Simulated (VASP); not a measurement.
# Mg8HO8 (a cell with a defect) in VASP: single point with PBE

Aim: the single point of Mg8HO8 (a cell with a defect) with PBE.

All numbers are computed with VASP 6.6.1; they aren't measurements. Logs are shortened: lines on timing, memory, paths and dates and some standing lists are left out, and cuts for length are marked.

### 1 The cell of the first run

The cell holds a defect, 17 atoms: a = 5.947 Å, b = 5.947 Å, c = 5.947 Å, α = 60.00°, β = 60.00°, γ = 60.00°.

### 2 Single point, PBE, collinear spin

INCAR reads:

```
  PREC = Accurate
  ENCUT = 520
  EDIFF = 1E-7
  ISMEAR = 0
  SIGMA = 0.05
  LREAL = Auto
  LASPH = True
  NELM = 150
  ALGO = Normal
  ISIF = 2
  LWAVE = False
  LCHARG = True
  ISPIN = 2
  MAGMOM = 0 0 0 0 0 0 0 0 0 0 0.09 0 0.09 0 0.09 0.09 0.32
  LORBIT = 11
  GGA = PE
  LELF = True
  LVHAR = True
  NBANDS = 50
```

KPOINTS reads:

```
Automatic mesh
0
Gamma
  2 2 2
```

POSCAR reads:

```
Mg8HO8
1.0
    0.0000000000      4.2052000000      4.2052000000
    4.2052000000      0.0000000000      4.2052000000
    4.2052000000      4.2052000000      0.0000000000
Mg O H
8 8 1
Direct
   -0.0011125511      0.0003770332      0.0006633454
   -0.0011087463      0.0003865452      0.5010198088
   -0.0011101731      0.5007396794      0.0006704794
    0.0034829497      0.4989725816      0.4992605584
    0.4992782745      0.0003719205      0.0006570437
    0.4974457814      0.0050544564      0.4992349948
    0.4974436412      0.4989444022      0.0053507562
    0.4974504185      0.4989590269      0.4992458147
    0.2492162085      0.2507093598      0.2509944830
    0.2492184676      0.2507063873      0.7500467279
    0.2492182298      0.7497604157      0.2509922239
    0.2323594597      0.7560097023      0.7562919718
    0.7482759441      0.2507067440      0.2509925806
    0.7545161942      0.2338817417      0.7562816275
    0.7545133406      0.7559965043      0.2341709074
    0.7545251118      0.7560006658      0.7562843622
    0.6238687815      0.6255205460      0.6258308761
```

Potentials or basis: VASP PAW PBE potentials, release 64 (Mg, O, H).

Command:

```bash
> cat potpaw_PBE.64/Mg/POTCAR potpaw_PBE.64/O/POTCAR potpaw_PBE.64/H/POTCAR > POTCAR
> mpirun -np 1 vasp_std > vasp.out
```

OUTCAR:

```text
PREC = Accurate
   ENCUT = 520
   EDIFF = 1E-7
   ISMEAR = 0
   LREAL = Auto
   LASPH = True
   NELM = 150
   ISIF = 2
   ISPIN = 2
   LORBIT = 11
   GGA = PE

 ion  position               nearest neighbor table
   1  0.999  0.000  0.001-  12 2.06  14 2.06  15 2.06  13 2.11  11 2.11  10 2.11   5 2.97   3 2.97
                             2 2.97   6 2.97   7 2.97   4 2.97   4 2.97   7 2.97   6 2.97   2 2.98
   2  0.999  0.000  0.501-  12 2.06  16 2.06  14 2.06  13 2.11   9 2.11  11 2.11   5 2.97   1 2.97
                             3 2.97   8 2.97   6 2.97   4 2.97   4 2.97   6 2.97   8 2.97   3 2.98
   3  0.999  0.501  0.001-  12 2.06  16 2.06  15 2.06  13 2.11   9 2.11  10 2.11   5 2.97   1 2.97
                             2 2.97   8 2.97   7 2.97   4 2.97   4 2.97   7 2.97   8 2.97   2 2.98
   4  0.003  0.499  0.499-  17 1.84  10 2.09  11 2.09   9 2.09  16 2.16  14 2.16  15 2.16   7 2.94
                             6 2.94   8 2.94   3 2.97   2 2.97   1 2.97   1 2.97   2 2.97   3 2.97
   5  0.499  0.000  0.001-  16 2.06  14 2.06  15 2.06  10 2.11  11 2.11   9 2.11   1 2.97   3 2.97
                             2 2.97   6 2.97   7 2.97   8 2.97   8 2.97   7 2.97   6 2.97   2 2.98
   6  0.497  0.005  0.499-  17 1.84  10 2.09   9 2.09  13 2.09  15 2.16  16 2.16  12 2.16   7 2.94
                             8 2.94   4 2.94   1 2.97   2 2.97   5 2.97   5 2.97   2 2.97   1 2.97
   7  0.497  0.499  0.005-  17 1.84  11 2.09   9 2.09  13 2.09  14 2.16  16 2.16  12 2.16   6 2.94
                             8 2.94   4 2.94   1 2.97   3 2.97   5 2.97   5 2.97   3 2.97   1 2.97
   8  0.497  0.499  0.499-  17 1.84  10 2.09  11 2.09  13 2.09  12 2.16  15 2.16  14 2.16   7 2.94
                             6 2.94   4 2.94   3 2.97   2 2.97   5 2.97   5 2.97   2 2.97   3 2.97
   9  0.249  0.251  0.251-   7 2.09   6 2.09   4 2.09   2 2.11   3 2.11   5 2.11
  10  0.249  0.251  0.750-   6 2.09   8 2.09   4 2.09   3 2.11   1 2.11   5 2.11
  11  0.249  0.750  0.251-   7 2.09   8 2.09   4 2.09   2 2.11   1 2.11   5 2.11
  12  0.232  0.756  0.756-   1 2.06   3 2.06   2 2.06   8 2.16   6 2.16   7 2.16
  13  0.748  0.251  0.251-   7 2.09   6 2.09   8 2.09   2 2.11   3 2.11   1 2.11
  14  0.755  0.234  0.756-   5 2.06   1 2.06   2 2.06   4 2.16   8 2.16   7 2.16
  15  0.755  0.756  0.234-   5 2.06   1 2.06   3 2.06   4 2.16   8 2.16   6 2.16
  16  0.755  0.756  0.756-   5 2.06   3 2.06   2 2.06   4 2.16   6 2.16   7 2.16
  17  0.624  0.626  0.626-   7 1.84   6 1.84   8 1.84   4 1.84

  LATTYP: Found a face centered cubic cell.
 ALAT       =     8.4104000000

  Lattice vectors:

 A1 = (   0.0000000000,   4.2052000000,   4.2052000000)
 A2 = (   4.2052000000,   0.0000000000,   4.2052000000)
 A3 = (   4.2052000000,   4.2052000000,   0.0000000000)

Analysis of symmetry for initial positions (statically):
=====================================================================
 Subroutine PRICEL returns:
 Original cell was already a primitive cell.

 Routine SETGRP: Setting up the symmetry group for a
 face centered cubic supercell.

 Subroutine GETGRP returns: Found  1 space group operations
 (whereof  1 operations were pure point group operations)
 out of a pool of 48 trial point group operations.

The static configuration has the point symmetry C_1 .

Analysis of symmetry for dynamics (positions and initial velocities):
=====================================================================
 Subroutine PRICEL returns:
 Original cell was already a primitive cell.

 Routine SETGRP: Setting up the symmetry group for a
 face centered cubic supercell.

 Subroutine GETGRP returns: Found  1 space group operations
 (whereof  1 operations were pure point group operations)
 out of a pool of 48 trial point group operations.

The dynamic configuration has the point symmetry C_1 .

Analysis of structural, dynamic, and magnetic symmetry:
=====================================================================
 Subroutine PRICEL returns:
 Original cell was already a primitive cell.

 Routine SETGRP: Setting up the symmetry group for a
 face centered cubic supercell.

 Subroutine GETGRP returns: Found  1 space group operations
 (whereof  1 operations were pure point group operations)
 out of a pool of 48 trial point group operations.

The overall configuration has the point symmetry C_1 .

 Subroutine INISYM returns: Found  1 space group operations
 (whereof  1 operations are pure point group operations),
 and found     1 'primitive' translations

----------------------------------------------------------------------------------------

                                     Primitive cell

  volume of cell :     148.7270

  direct lattice vectors                    reciprocal lattice vectors
     0.000000000  4.205200000  4.205200000    -0.118900409  0.118900409  0.118900409
     4.205200000  0.000000000  4.205200000     0.118900409 -0.118900409  0.118900409
     4.205200000  4.205200000  0.000000000     0.118900409  0.118900409 -0.118900409

  length of vectors
     5.947050872  5.947050872  5.947050872     0.205941549  0.205941549  0.205941549

  position of ions in fractional coordinates (direct lattice)
     0.998887449  0.000377033  0.000663345
     0.998891254  0.000386545  0.501019809
     0.998889827  0.500739679  0.000670479
     0.003482950  0.498972582  0.499260558
[... 64 lines left out ...]
  0.000000  0.500000  0.000000      1.000000
  0.000000  0.000000  0.500000      1.000000
  0.500000  0.500000  0.500000      1.000000
  0.500000  0.500000  0.000000      1.000000
  0.000000  0.500000  0.500000      1.000000
  0.500000  0.000000  0.500000      1.000000
   k-points           NKPTS =      8   k-points in BZ     NKDIM =      8   number of bands    NBANDS=     50
   number of dos      NEDOS =    301   number of ions     NIONS =     17
   total plane-waves  NPLWV = 110592
   dimension x,y,z NGX =    48 NGY =   48 NGZ =   48
   dimension x,y,z NGXF=    96 NGYF=   96 NGZF=   96
   ions per type =               8   8   1
   NGX,Y,Z   is equivalent  to a cutoff of  13.42, 13.42, 13.42 a.u.
   NGXF,Y,Z  is equivalent  to a cutoff of  26.84, 26.84, 26.84 a.u.
 SYSTEM =  unknown system
   PREC   = accura    normal or accurate (medium, high low for compatibility)
   ISTART =      0    job   : 0-new  1-cont  2-samecut
   ICHARG =      2    charge: 1-file 2-atom 10-const
   ISPIN  =      2    spin polarized calculation?
   LNONCOLLINEAR =      F non collinear calculations
   LSORBIT =      F    spin-orbit coupling
   LASPH  =      T    aspherical Exc in radial PAW
   ENCUT  =  520.0 eV  38.22 Ry    6.18 a.u.  11.06 11.06 11.06*2*pi/ulx,y,z
   NELM   =    150;   NELMIN=  2; NELMDL= -5     # of ELM steps
   EDIFF  = 0.1E-06   stopping-criterion for ELM
   LREAL  =      T    real-space projection
   EDIFFG = 0.1E-05   stopping-criterion for IOM
   NSW    =      0    number of steps for IOM
   IBRION =     -1    ionic relax: 0-MD 1-quasi-New 2-CG
   NFREE  =      0    steps in history (QN), initial steepest desc. (CG)
   ISIF   =      2    stress and relaxation
   ISYM   =      2    0-nonsym 1-usesym 2-fastsym
   POTIM  = 0.5000    time-step for ionic-motion
   TEBEG  =    0.0;   TEEND  =   0.0 temperature during run
   PSTRESS=    0.0 pullay stress
   NELECT =      65.0000    total number of electrons
   NUPDOWN=      -1.0000    fix difference up-down
   EMIN   =  10.00;   EMAX   =-10.00  energy-range for DOS
   EFERMI =   0.00;   METHOD = LEGACY
   ISMEAR =     0;   SIGMA  =   0.05  broadening in eV -4-tet -1-fermi 0-gaus
   EFERMI_NEDOS =   21; number of points for ismear=-14 and -15
   IALGO  =     38    algorithm
   IMIX   =      4    mixing-type and parameters
     AMIX     =   0.40;   BMIX     =  1.00
     AMIX_MAG =   1.60;   BMIX_MAG =  1.00
  volume/ion in A,a.u.               =       8.75        59.04
  Fermi-wavevector in a.u.,A,eV,Ry     =   1.242365  2.347730 21.000204  1.543471
  Thomas-Fermi vector in A             =   2.376723
   LORBIT       =     11    0 simple, 1 ext, 2 COOP (PROOUT), +10 PAW based schemes
   GGA     = PE    functional components
   LHFCALC =     F    Hartree Fock is set to
   AEXX    =    0.0000 exact exchange contribution
   IVDW    =     0    specifies the selected vdW correction
   LEPSILON=     F    determine dielectric tensor
   LRPA    =     F    only Hartree local field effects (RPA)
 spin polarized calculation
 Gauss-broadening in eV      SIGMA  =   0.05
  energy-cutoff  :      520.00
  volume of cell :      148.73
 maximum number of plane-waves:      4015
 NGX is ok and might be reduce to    48
   NGX = 23   NGY = 23   NGZ = 23

 number of electron      65.0000005 magnetization       0.7500000

 Free energy of the ion-electron system (eV)
  ---------------------------------------------------
  ext. energy  EPLUGINS =         0.00000000
  ---------------------------------------------------
  free energy    TOTEN  =       -94.47343275 eV

  energy without entropy =      -94.46861206  energy(sigma->0) =      -94.47102241

 E-fermi :   6.4576     XC(G=0): -11.1926

 val. band max:        6.4423897456   @ k =   0.5000   0.0000   0.5000
 cond. band min:       7.1403400946   @ k =   0.0000   0.0000   0.5000
 fundamental gap:      0.6979503489
 Fermi energy:         6.4576003717

 spin component 1

 k-point     1 :       0.0000    0.0000    0.0000
  band No.  band energies     occupation
      1     -14.0953      1.00000
      2     -12.8114      1.00000
      3     -12.7506      1.00000
      4     -12.7504      1.00000
      5     -12.7503      1.00000
      6     -12.4820      1.00000
[... 365 lines left out ...]
     43      14.9495      0.00000
     44      14.9681      0.00000
 Fermi energy:         6.4576003717

 spin component 2

 k-point     1 :       0.0000    0.0000    0.0000
  band No.  band energies     occupation
      1     -14.0258      1.00000
      2     -12.7256      1.00000
      3     -12.7169      1.00000
      4     -12.7167      1.00000
      5     -12.7167      1.00000
      6     -12.3735      1.00000
[... 365 lines left out ...]
     43      14.9660      0.00000
     44      15.0036      0.00000
 [bands above 44 left out]

------------------------ aborting loop because EDIFF is reached ----------------------------------------

  FORCE on cell =-STRESS in cart. coord.  units (eV):
  Direction    XX          YY          ZZ          XY          YZ          ZX
  --------------------------------------------------------------------------------------
  -------------------------------------------------------------------------------------
  Total       10.2979817     10.2918552     10.2929907     -0.0027272      0.0029535     -0.0031588
  in kB      110.9360592    110.8700616    110.8822931     -0.0293790      0.0318167     -0.0340288
  external PRESSURE =     110.8961380 kB  Pullay stress =       0.0000000 kB

 VOLUME and BASIS-vectors are now :
 -----------------------------------------------------------------------------
  energy-cutoff  :      520.00
  volume of cell :      148.73
      direct lattice vectors                 reciprocal lattice vectors
     0.000000000  4.205200000  4.205200000    -0.118900409  0.118900409  0.118900409
     4.205200000  0.000000000  4.205200000     0.118900409 -0.118900409  0.118900409
     4.205200000  4.205200000  0.000000000     0.118900409  0.118900409 -0.118900409

 POSITION                                       TOTAL-FORCE (eV/Angst)
 -----------------------------------------------------------------------------------
      0.00438      4.20331      4.20211        -0.005630     -0.005336     -0.005347
      2.10851      6.30743      4.20216         0.005335      0.005766     -0.005565
      2.10853      4.20335      6.30624         0.005300     -0.005539      0.005518
      4.19777      2.11414      2.11293         0.013824     -0.014271     -0.014572
      0.00433      2.10233      2.10113        -0.005388      0.005124      0.004894
      2.12064      4.19124      2.11311        -0.014263      0.014086     -0.014323
[... 9 lines left out ...]
      6.35946      6.35326      6.35206        -0.002095     -0.003183     -0.001974
      5.26218      5.25524      5.25393        -0.001588      0.000327      0.000522
 -----------------------------------------------------------------------------------
    total drift:                                0.006223      0.000282      0.002013

  FREE ENERGIE OF THE ION-ELECTRON SYSTEM (eV)
  ---------------------------------------------------
  free  energy   TOTEN  =       -94.4734327536 eV

  energy  without entropy=      -94.4686120568  energy(sigma->0) =      -94.47102241

 total charge

# of ion       s       p       d       tot
------------------------------------------
    1        0.153   0.189   0.086   0.427
    2        0.153   0.189   0.086   0.427
    3        0.153   0.189   0.086   0.427
    4        0.149   0.182   0.082   0.412
    5        0.153   0.189   0.086   0.427
    6        0.149   0.182   0.082   0.412
[... 9 lines left out ...]
   16        1.554   3.544   0.000   5.099
   17        0.555   0.019   0.000   0.574
--------------------------------------------------
tot         14.147  29.960   0.671  44.777

 magnetization (x)

# of ion       s       p       d       tot
------------------------------------------
    1        0.000   0.001   0.001   0.002
    2        0.000   0.001   0.001   0.002
    3        0.000   0.001   0.001   0.002
    4       -0.001   0.001   0.002   0.003
    5        0.000   0.001   0.001   0.002
    6       -0.001   0.001   0.002   0.003
[... 9 lines left out ...]
   16        0.007   0.077   0.000   0.084
   17        0.216   0.001   0.000   0.217
--------------------------------------------------
tot          0.240   0.314   0.012   0.565
```

It took 5.7 min on 1 thread of Intel Xeon Platinum 8259CL at 2.50GHz (Skylake/Cascade Lake), shared host; peak memory 0.44 GiB.

What came out:

```yaml
Free_energy: -94.4734 eV
Pressure: 11.1 GPa
Largest_force: 0.025 eV/Å
Net_moment: 0.75 μB per cell
Site_moments: Mg +0.00; O -0.00, +0.08 (each value once); H +0.22 μB
Valence_electrons_inside_the_program's_atomic_spheres: Mg 0.43, 0.41 (each value once); O 5.11, 5.10 (each value once); H 0.57
```

Forces in eV/Å, atoms in the order of the input:
```
Mg  -0.006 -0.005 -0.005
Mg   0.005  0.006 -0.006
Mg   0.005 -0.006  0.006
Mg   0.014 -0.014 -0.015
Mg  -0.005  0.005  0.005
Mg  -0.014  0.014 -0.014
Mg  -0.014 -0.014  0.014
Mg   0.014  0.014  0.014
O   -0.012 -0.012 -0.012
O    0.013  0.011 -0.012
O    0.012 -0.012  0.011
O    0.000  0.003  0.002
O   -0.010  0.011  0.012
O    0.001 -0.003  0.003
O    0.001  0.004 -0.002
O   -0.002 -0.003 -0.002
H   -0.002  0.000  0.001
```

Levels at points of the mesh, in eV from the Fermi level:
Spin up:
| k point | band 31 | band 32 | band 33 | band 34 | band 35 | band 36 |
| --- | --- | --- | --- | --- | --- | --- |
| (0.00, 0.00, 0.00) | -3.21 | -3.21 | -1.63 | 2.09 | 4.71 | 4.71 |
| (0.50, 0.00, 0.00) | -3.53 | -3.53 | -0.39 | 3.91 | 4.55 | 6.36 |
| (0.00, 0.50, 0.00) | -3.53 | -3.53 | -0.39 | 3.91 | 4.55 | 6.36 |
| (0.00, 0.00, 0.50) | -3.53 | -3.53 | -0.39 | 3.91 | 4.55 | 6.36 |
| (0.50, 0.50, 0.50) | -3.53 | -3.53 | -0.39 | 3.91 | 4.55 | 6.36 |
| (0.50, 0.50, 0.00) | -3.86 | -3.79 | -0.02 | 4.88 | 5.24 | 6.24 |
| (0.00, 0.50, 0.50) | -3.86 | -3.79 | -0.02 | 4.88 | 5.24 | 6.24 |
| (0.50, 0.00, 0.50) | -3.86 | -3.79 | -0.02 | 4.88 | 5.24 | 6.24 |
Spin down:
| k point | band 28 | band 29 | band 30 | band 31 | band 32 | band 33 | band 34 | band 35 | band 36 | band 37 |
| --- | --- | --- | --- | --- | --- | --- | --- | --- | --- | --- |
| (0.00, 0.00, 0.00) | -3.79 | -3.79 | -3.12 | -3.12 | -3.12 | -0.55 | 2.20 | 4.73 | 4.73 | 4.73 |
| (0.50, 0.00, 0.00) | -4.07 | -3.55 | -3.55 | -3.40 | -3.40 | 0.68 | 3.93 | 4.62 | 6.40 | 6.40 |
| (0.00, 0.50, 0.00) | -4.07 | -3.55 | -3.55 | -3.40 | -3.40 | 0.68 | 3.93 | 4.62 | 6.40 | 6.40 |
| (0.00, 0.00, 0.50) | -4.07 | -3.55 | -3.55 | -3.40 | -3.40 | 0.68 | 3.93 | 4.62 | 6.40 | 6.40 |
| (0.50, 0.50, 0.50) | -4.07 | -3.55 | -3.55 | -3.40 | -3.40 | 0.68 | 3.93 | 4.62 | 6.40 | 6.40 |
| (0.50, 0.50, 0.00) | -3.90 | -3.87 | -3.75 | -3.69 | -3.69 | 1.08 | 4.91 | 5.28 | 6.27 | 6.27 |
| (0.00, 0.50, 0.50) | -3.90 | -3.87 | -3.75 | -3.69 | -3.69 | 1.08 | 4.91 | 5.28 | 6.27 | 6.27 |
| (0.50, 0.00, 0.50) | -3.90 | -3.87 | -3.75 | -3.69 | -3.69 | 1.08 | 4.91 | 5.28 | 6.27 | 6.27 |

Caveat: the k points lie up to 0.65 Å⁻¹ apart; a moment this small can come from the mesh or the smearing.
